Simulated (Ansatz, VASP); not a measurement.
# ZnO in VASP and in Ansatz

INCAR

```
PREC = Accurate
ENCUT = 600
EDIFF = 1E-6
ISMEAR = 0
SIGMA = 0.01
LREAL = False
LASPH = True
NELM = 120
ALGO = Normal
ISIF = 2
LWAVE = False
LCHARG = True
GGA = PE
LELF = True
LVHAR = True
NBANDS = 26
GGA_COMPAT = False
```

File KPOINTS:

```
regular mesh
0
Gamma
  6 6 3
```

Contents of POSCAR:

```
ZnO
1.0
    3.2493080000      0.0000000000      0.0000000000
   -1.6246540000      2.8139830000      0.0000000000
    0.0000000000      0.0000000000      5.2057090000
Zn O
2 2
Direct
    0.3333333333      0.6666666667      0.5000000000
    0.6666666667      0.3333333333      0.0000000000
    0.6666666667      0.3333333333      0.3790100000
    0.3333333333      0.6666666667      0.8790100000
```

Input for Ansatz:

```yaml
crystal:
  lattice:
    - [3.249308, 0.0, 0.0]
    - [-1.624654, 2.813983, 0.0]
    - [0.0, 0.0, 5.205709]
  atoms:
    - { symbol: Zn, position: [0.3333333333333333, 0.6666666666666666, 0.5] }
    - { symbol: Zn, position: [0.6666666666666666, 0.3333333333333333, 0.0] }
    - { symbol: O, position: [0.6666666666666666, 0.3333333333333333, 0.37901] }
    - { symbol: O, position: [0.3333333333333333, 0.6666666666666666, 0.87901] }
kpoints:
  mp_grid:
    grid: [6, 6, 3]
hamiltonian:
  xc: pbe
  pseudopotentials:
    kind: all_electron
    lapw: {}
scf:
  occupations:
    method: fixed
output:
  forces: true
  stress: true
  eigenvalues: true
```

Alike in both runs: task single point; functional PBE; k mesh 6 × 6 × 3; no spin polarisation.

```csv
,VASP,Ansatz
version,VASP 6.6.1,Ansatz 0.2.0
potentials or method,"VASP PAW PBE potentials, release 64 (Zn, O), cutoff 600 eV",all-electron (LAPW or listed datasets)
occupations,"gaussian, width 0.01 eV",fixed
```

VASP gave:

```
gap on the k mesh at the Fermi level (eV)                     : 0.79
pressure (GPa)                                                : 5.8
traceless stress, the component that is largest in VASP (GPa) : 1.16
rms of the force components (eV/Å)                            : 0.043
```

**Question.** What did Ansatz give for the same quantities?

**Answer.** gap on the k mesh at the Fermi level (eV): 0.82; pressure (GPa): 4.8; traceless stress, the component that is largest in VASP (GPa): 1.11; rms of the force components (eV/Å): 0.041.

Atom by atom the forces differ by 0.003 eV/Å (rms over components). Ansatz ran all-electron here, and VASP with PAW potentials.
